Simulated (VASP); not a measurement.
# Hf3Cd (Fm-3m) in VASP: a series of runs

The runs below take Hf3Cd through single point, relaxation of cell and atoms, with PBE.

Everything below comes from runs of VASP 6.6.1. Logs are shortened: lines on timing, memory, paths and dates and some standing lists are left out, and cuts for length are marked.

## Step 1: The cell of the first run

Symmetry: Fm-3m, No. 225, cubic system. The conventional cell has a = 7.016 Å, b = 7.016 Å, c = 7.016 Å, α = 90.00°, β = 90.00°, γ = 90.00°. Within 4.0 Å of Hf (site symmetry -43m) lie 10 Hf at 3.04 to 3.51 Å and 4 Cd at 3.04 Å. Within 4.0 Å of Hf (site symmetry m-3m) lie 8 Hf at 3.04 Å and 6 Cd at 3.51 Å. Cd (site symmetry m-3m) has 14 Hf at 3.04 to 3.51 Å within 4.0 Å.

The cell was generated, and may not be a known phase.

## Step 2: Single point, PBE

File INCAR:

```
SYSTEM = Hf3Cd
PREC     = Accurate       ! precision mode
ENCUT    = 520            ! plane-wave cutoff, eV
EDIFF    = 1E-6           ! SCF threshold, eV
ISMEAR   = 0              ! smearing method
SIGMA    = 0.1            ! smearing width, eV
LREAL    = .FALSE.        ! projectors in reciprocal space
LASPH    = .TRUE.         ! aspherical terms in the spheres
NELM     = 60             ! most SCF steps
ALGO     = Normal         ! electronic algorithm
ISIF     = 2              ! what is computed and relaxed
LWAVE    = .FALSE.        ! write WAVECAR
LCHARG   = .FALSE.        ! write CHGCAR
GGA      = PE             ! functional
NBANDS   = 29             ! bands
```

File KPOINTS:

```
Automatic mesh
0
G
  4 4 4
  0 0 0
```

File POSCAR:

```
Hf3Cd
1.0
    0.0000000000      3.5079659632      3.5079659632
    3.5079659632      0.0000000000      3.5079659632
    3.5079659632      3.5079659632      0.0000000000
Hf Cd
3 1
Direct
    0.2500000000      0.2500000000      0.2500000000
    0.7500000000      0.7500000000      0.7500000000
    0.5000000000      0.5000000000      0.5000000000
    0.0000000000      0.0000000000      0.0000000000
```

Potentials or basis: VASP PAW PBE potentials, release 64 (Hf_pv, Cd).

Command:

```console
> cat potpaw_PBE.64/Hf_pv/POTCAR potpaw_PBE.64/Cd/POTCAR > POTCAR
> mpirun -np 1 vasp_std > vasp.out
```

OUTCAR:

```text
SYSTEM = Hf3Cd
   PREC = Accurate
   ENCUT = 520
   EDIFF = 1E-6
   ISMEAR = 0
   LREAL = .FALSE.
   LASPH = .TRUE.
   NELM = 60
   ISIF = 2
   GGA = PE

 ion  position               nearest neighbor table
   1  0.250  0.250  0.250-   4 3.04   4 3.04   4 3.04   3 3.04   4 3.04   3 3.04   3 3.04   3 3.04
                             2 3.51   2 3.51   2 3.51   2 3.51   2 3.51   2 3.51
   2  0.750  0.750  0.750-   3 3.04   3 3.04   3 3.04   3 3.04   4 3.04   4 3.04   4 3.04   4 3.04
                             1 3.51   1 3.51   1 3.51   1 3.51   1 3.51   1 3.51
   3  0.500  0.500  0.500-   1 3.04   1 3.04   1 3.04   1 3.04   2 3.04   2 3.04   2 3.04   2 3.04
                             4 3.51   4 3.51   4 3.51   4 3.51   4 3.51   4 3.51
   4  0.000  0.000  0.000-   2 3.04   2 3.04   2 3.04   1 3.04   2 3.04   1 3.04   1 3.04   1 3.04
                             3 3.51   3 3.51   3 3.51   3 3.51   3 3.51   3 3.51

  LATTYP: Found a face centered cubic cell.
 ALAT       =     7.0159319264

  Lattice vectors:

 A1 = (   0.0000000000,   3.5079659632,   3.5079659632)
 A2 = (   3.5079659632,   0.0000000000,   3.5079659632)
 A3 = (   3.5079659632,   3.5079659632,   0.0000000000)

Analysis of symmetry for initial positions (statically):
=====================================================================
 Subroutine PRICEL returns:
 Original cell was already a primitive cell.

 Routine SETGRP: Setting up the symmetry group for a
 face centered cubic supercell.

 Subroutine GETGRP returns: Found 48 space group operations
 (whereof 48 operations were pure point group operations)
 out of a pool of 48 trial point group operations.

The static configuration has the point symmetry O_h .

Analysis of symmetry for dynamics (positions and initial velocities):
=====================================================================
 Subroutine PRICEL returns:
 Original cell was already a primitive cell.

 Routine SETGRP: Setting up the symmetry group for a
 face centered cubic supercell.

 Subroutine GETGRP returns: Found 48 space group operations
 (whereof 48 operations were pure point group operations)
 out of a pool of 48 trial point group operations.

The dynamic configuration has the point symmetry O_h .

 Subroutine INISYM returns: Found 48 space group operations
 (whereof 48 operations are pure point group operations),
 and found     1 'primitive' translations

----------------------------------------------------------------------------------------

                                     Primitive cell

  volume of cell :      86.3368

  direct lattice vectors                    reciprocal lattice vectors
     0.000000000  3.507965963  3.507965963    -0.142532740  0.142532740  0.142532740
     3.507965963  0.000000000  3.507965963     0.142532740 -0.142532740  0.142532740
     3.507965963  3.507965963  0.000000000     0.142532740  0.142532740 -0.142532740

  length of vectors
     4.961013042  4.961013042  4.961013042     0.246873947  0.246873947  0.246873947

  position of ions in fractional coordinates (direct lattice)
     0.250000000  0.250000000  0.250000000
     0.750000000  0.750000000  0.750000000
     0.500000000  0.500000000  0.500000000
     0.000000000  0.000000000  0.000000000

  ion indices of the primitive-cell ions
   primitive index   ion index
                 1           1
                 2           2
                 3           3
                 4           4

----------------------------------------------------------------------------------------

 KPOINTS: Automatic mesh

Automatic generation of k-mesh.
 Grid dimensions read from file:
 generate k-points for:    4    4    4

 Generating k-lattice:

  Cartesian coordinates                     Fractional coordinates (reciprocal lattice)
    -0.035633185  0.035633185  0.035633185     0.250000000  0.000000000  0.000000000
     0.035633185 -0.035633185  0.035633185     0.000000000  0.250000000  0.000000000
     0.035633185  0.035633185 -0.035633185     0.000000000  0.000000000  0.250000000

  Length of vectors
     0.061718487  0.061718487  0.061718487

  Shift w.r.t. Gamma in fractional coordinates (k-lattice)
     0.000000000  0.000000000  0.000000000

 Subroutine IBZKPT returns following result:
 ===========================================

 Found      8 irreducible k-points:

 Following reciprocal coordinates:
            Coordinates               Weight
  0.000000  0.000000  0.000000      1.000000
  0.250000  0.000000  0.000000      8.000000
  0.500000  0.000000  0.000000      4.000000
  0.250000  0.250000  0.000000      6.000000
  0.500000  0.250000  0.000000     24.000000
 -0.250000  0.250000  0.000000     12.000000
  0.500000  0.500000  0.000000      3.000000
 -0.250000  0.500000  0.250000      6.000000
   k-points           NKPTS =      8   k-points in BZ     NKDIM =      8   number of bands    NBANDS=     29
   number of dos      NEDOS =    301   number of ions     NIONS =      4
   total plane-waves  NPLWV =  64000
   dimension x,y,z NGX =    40 NGY =   40 NGZ =   40
   dimension x,y,z NGXF=    80 NGYF=   80 NGZF=   80
   ions per type =               3   1
   NGX,Y,Z   is equivalent  to a cutoff of  13.40, 13.40, 13.40 a.u.
   NGXF,Y,Z  is equivalent  to a cutoff of  26.81, 26.81, 26.81 a.u.
 SYSTEM =  Hf3Cd
   PREC   = accura    normal or accurate (medium, high low for compatibility)
   ISTART =      0    job   : 0-new  1-cont  2-samecut
   ICHARG =      2    charge: 1-file 2-atom 10-const
   ISPIN  =      1    spin polarized calculation?
   LNONCOLLINEAR =      F non collinear calculations
   LSORBIT =      F    spin-orbit coupling
   LASPH  =      T    aspherical Exc in radial PAW
   ENCUT  =  520.0 eV  38.22 Ry    6.18 a.u.   9.22  9.22  9.22*2*pi/ulx,y,z
   NELM   =     60;   NELMIN=  2; NELMDL= -5     # of ELM steps
   EDIFF  = 0.1E-05   stopping-criterion for ELM
   LREAL  =      F    real-space projection
   EDIFFG = 0.1E-04   stopping-criterion for IOM
   NSW    =      0    number of steps for IOM
   IBRION =     -1    ionic relax: 0-MD 1-quasi-New 2-CG
   NFREE  =      0    steps in history (QN), initial steepest desc. (CG)
   ISIF   =      2    stress and relaxation
   ISYM   =      2    0-nonsym 1-usesym 2-fastsym
   POTIM  = 0.5000    time-step for ionic-motion
   TEBEG  =    0.0;   TEEND  =   0.0 temperature during run
   PSTRESS=    0.0 pullay stress
   NELECT =      42.0000    total number of electrons
   NUPDOWN=      -1.0000    fix difference up-down
   EMIN   =  10.00;   EMAX   =-10.00  energy-range for DOS
   EFERMI =   0.00;   METHOD = LEGACY
   ISMEAR =     0;   SIGMA  =   0.10  broadening in eV -4-tet -1-fermi 0-gaus
   EFERMI_NEDOS =   21; number of points for ismear=-14 and -15
   IALGO  =     38    algorithm
   IMIX   =      4    mixing-type and parameters
     AMIX     =   0.40;   BMIX     =  1.00
     AMIX_MAG =   1.60;   BMIX_MAG =  1.00
  volume/ion in A,a.u.               =      21.58       145.66
  Fermi-wavevector in a.u.,A,eV,Ry     =   1.287536  2.433089 22.555028  1.657748
  Thomas-Fermi vector in A             =   2.419544
   LORBIT       =      0    0 simple, 1 ext, 2 COOP (PROOUT), +10 PAW based schemes
   GGA     = PE    functional components
   LHFCALC =     F    Hartree Fock is set to
   AEXX    =    0.0000 exact exchange contribution
   IVDW    =     0    specifies the selected vdW correction
   LEPSILON=     F    determine dielectric tensor
   LRPA    =     F    only Hartree local field effects (RPA)
 non-spin polarized calculation
 Gauss-broadening in eV      SIGMA  =   0.10
  energy-cutoff  :      520.00
  volume of cell :       86.34
 maximum number of plane-waves:      2346
 NGX is ok and might be reduce to    40
   NGX = 19   NGY = 19   NGZ = 19

 number of electron      42.0000007 magnetization

 Free energy of the ion-electron system (eV)
  ---------------------------------------------------
  ext. energy  EPLUGINS =         0.00000000
  ---------------------------------------------------
  free energy    TOTEN  =       -29.75978153 eV

  energy without entropy =      -29.71635558  energy(sigma->0) =      -29.73806856

 E-fermi :   4.3930     XC(G=0): -11.3778

 val. band max:        4.3783030139   @ k =   0.5000   0.5000   0.0000
 cond. band min:       4.4440191551   @ k =   0.2500   0.0000   0.0000
 fundamental gap:      0.0657161411
 Fermi energy:         4.3930102576

 k-point     1 :       0.0000    0.0000    0.0000
  band No.  band energies     occupation
      1     -26.2853      2.00000
      2     -26.2853      2.00000
      3     -26.2853      2.00000
      4     -26.2611      2.00000
      5     -26.2611      2.00000
      6     -26.2611      2.00000
[... 21 lines left out ...]
     28       9.0158      0.00000
     29       9.0158      0.00000

 k-point     2 :       0.2500    0.0000    0.0000
  band No.  band energies     occupation
      1     -26.3426      2.00000
      2     -26.3270      2.00000
      3     -26.3270      2.00000
      4     -26.2327      2.00000
      5     -26.2327      2.00000
      6     -26.1876      2.00000
[... 21 lines left out ...]
     28       8.8151      0.00000
     29       8.8151      0.00000

 k-point     3 :       0.5000    0.0000    0.0000
  band No.  band energies     occupation
      1     -26.3509      2.00000
      2     -26.3509      2.00000
      3     -26.3099      2.00000
      4     -26.2245      2.00000
      5     -26.2219      2.00000
      6     -26.2219      2.00000
[... 21 lines left out ...]
     28       8.5252      0.00000
     29       8.7817      0.00000

 k-point     4 :       0.2500    0.2500    0.0000
  band No.  band energies     occupation
      1     -26.3919      2.00000
      2     -26.3919      2.00000
      3     -26.2878      2.00000
      4     -26.2076      2.00000
      5     -26.1799      2.00000
      6     -26.1799      2.00000
[... 21 lines left out ...]
     28       8.2192      0.00000
     29       9.0715      0.00000

 k-point     5 :       0.5000    0.2500    0.0000
  band No.  band energies     occupation
      1     -26.4092      2.00000
      2     -26.4026      2.00000
      3     -26.3095      2.00000
      4     -26.2147      2.00000
      5     -26.1741      2.00000
      6     -26.1592      2.00000
[... 21 lines left out ...]
     28       8.0184      0.00000
     29       8.8499      0.00000

 k-point     6 :      -0.2500    0.2500    0.0000
  band No.  band energies     occupation
      1     -26.3874      2.00000
      2     -26.3562      2.00000
      3     -26.3241      2.00000
      4     -26.2348      2.00000
      5     -26.2152      2.00000
      6     -26.1537      2.00000
[... 21 lines left out ...]
     28       8.6008      0.00000
     29       9.1107      0.00000

 k-point     7 :       0.5000    0.5000    0.0000
  band No.  band energies     occupation
      1     -26.4495      2.00000
      2     -26.4495      2.00000
      3     -26.3199      2.00000
      4     -26.1444      2.00000
      5     -26.1444      2.00000
      6     -26.1286      2.00000
[... 21 lines left out ...]
     28       8.3075      0.00000
     29       8.3148      0.00000

 k-point     8 :      -0.2500    0.5000    0.2500
  band No.  band energies     occupation
      1     -26.4587      2.00000
      2     -26.3187      2.00000
      3     -26.3187      2.00000
      4     -26.3087      2.00000
      5     -26.1368      2.00000
      6     -26.1362      2.00000
[... 21 lines left out ...]
     28       7.9781      0.00000
     29       8.1960      0.00000

------------------------ aborting loop because EDIFF is reached ----------------------------------------

  FORCE on cell =-STRESS in cart. coord.  units (eV):
  Direction    XX          YY          ZZ          XY          YZ          ZX
  --------------------------------------------------------------------------------------
  -------------------------------------------------------------------------------------
  Total       -0.1371966     -0.1371966     -0.1371966      0.0000000      0.0000000      0.0000000
  in kB       -2.5459961     -2.5459961     -2.5459961      0.0000000      0.0000000      0.0000000
  external PRESSURE =      -2.5459961 kB  Pullay stress =       0.0000000 kB

 VOLUME and BASIS-vectors are now :
 -----------------------------------------------------------------------------
  energy-cutoff  :      520.00
  volume of cell :       86.34
      direct lattice vectors                 reciprocal lattice vectors
     0.000000000  3.507965963  3.507965963    -0.142532740  0.142532740  0.142532740
     3.507965963  0.000000000  3.507965963     0.142532740 -0.142532740  0.142532740
     3.507965963  3.507965963  0.000000000     0.142532740  0.142532740 -0.142532740

 POSITION                                       TOTAL-FORCE (eV/Angst)
 -----------------------------------------------------------------------------------
      1.75398      1.75398      1.75398        -0.000000     -0.000000     -0.000000
      5.26195      5.26195      5.26195         0.000000      0.000000     -0.000000
      3.50797      3.50797      3.50797         0.000000      0.000000      0.000000
      0.00000      0.00000      0.00000         0.000000      0.000000      0.000000
 -----------------------------------------------------------------------------------
    total drift:                               -0.000000      0.000000      0.000000

  FREE ENERGIE OF THE ION-ELECTRON SYSTEM (eV)
  ---------------------------------------------------
  free  energy   TOTEN  =       -29.7597815343 eV

  energy  without entropy=      -29.7163555791  energy(sigma->0) =      -29.73806856
```

Run time: 19 s. Hardware: 1 thread of Intel Xeon 6975P-C (Granite Rapids), shared host; peak memory 0.24 GiB.

Results:

```
Free energy            : -29.7598 eV
Pressure               : -0.3 GPa
Band gap on the k mesh : zero (bands 21 and 22 overlap by 0.20 eV)
```

Levels at points of the mesh, in eV from the Fermi level:
| k point | band 17 | band 18 | band 19 | band 20 | band 21 | band 22 | band 23 | band 24 | band 25 | band 26 |
| --- | --- | --- | --- | --- | --- | --- | --- | --- | --- | --- |
| (0.00, 0.00, 0.00) | -1.54 | -1.54 | -1.50 | -1.50 | 0.18 | 0.18 | 0.18 | 3.06 | 3.95 | 3.95 |
| (0.50, 0.00, 0.00) | -1.77 | -1.77 | -0.94 | -0.42 | -0.42 | 0.38 | 0.38 | 0.92 | 1.81 | 1.81 |
| (0.50, 0.50, 0.00) | -2.42 | -2.28 | -0.30 | -0.06 | -0.06 | -0.01 | -0.01 | 1.56 | 1.56 | 1.82 |

Caveat: the k points lie up to 0.39 Å⁻¹ apart; spin-orbit coupling is left out, which moves the levels of the heavy elements.

## Step 3: Single point, PBE

This run uses another cell than the first one, of 27.64 Å³/atom.

File INCAR:

```
SYSTEM = Hf3Cd
PREC     = Accurate       ! precision mode
ENCUT    = 520            ! plane-wave cutoff, eV
EDIFF    = 1E-6           ! SCF threshold, eV
ISMEAR   = 0              ! smearing method
SIGMA    = 0.1            ! smearing width, eV
LREAL    = .False.        ! projectors in reciprocal space
LASPH    = .True.         ! aspherical terms in the spheres
NELM     = 80             ! most SCF steps
ALGO     = Normal         ! electronic algorithm
ISIF     = 2              ! what is computed and relaxed
LWAVE    = .False.        ! write WAVECAR
LCHARG   = .True.         ! write CHGCAR
GGA      = PE             ! functional
LELF     = .True.         ! ELF
LVHAR    = .True.       
NBANDS   = 29             ! bands
```

File KPOINTS:

```
regular mesh
0
Gamma
  4 4 4
  0 0 0
```

File POSCAR:

```
Hf3Cd
1.0
    0.0000000000      3.8093458000      3.8093458000
    3.8093458000      0.0000000000      3.8093458000
    3.8093458000      3.8093458000      0.0000000000
Hf Cd
3 1
Direct
    0.2500000000      0.2500000000      0.2500000000
    0.7500000000      0.7500000000      0.7500000000
    0.5000000000      0.5000000000      0.5000000000
    0.0000000000      0.0000000000      0.0000000000
```

Potentials or basis: VASP PAW PBE potentials, release 64 (Hf_pv, Cd).

Command:

```console
> cat potpaw_PBE.64/Hf_pv/POTCAR potpaw_PBE.64/Cd/POTCAR > POTCAR
> mpirun -np 1 vasp_std > vasp.out
```

It took 19 s on 1 thread of Intel Xeon 6975P-C (Granite Rapids), shared host; peak memory 0.24 GiB.

The run converged. Its results:

```
Free energy            : -28.3455 eV
Pressure               : -15.1 GPa
Band gap on the k mesh : zero (bands 21 and 22 overlap by 0.08 eV)
```

Levels at points of the mesh, in eV from the Fermi level:
| k point | band 19 | band 20 | band 21 | band 22 | band 23 | band 24 |
| --- | --- | --- | --- | --- | --- | --- |
| (0.00, 0.00, 0.00) | -1.03 | -1.03 | 0.07 | 0.07 | 0.07 | 1.73 |
| (0.50, 0.00, 0.00) | -0.81 | -0.22 | -0.22 | 0.14 | 0.14 | 0.35 |
| (0.50, 0.50, 0.00) | -0.20 | -0.20 | -0.01 | 0.07 | 0.07 | 1.14 |

Caveat: the cell stands under tension; spin-orbit coupling is left out, which moves the levels of the heavy elements.

[end of part 1 of 2]

The gap in the log of VASP goes by the Fermi energy; the results here count the filled bands.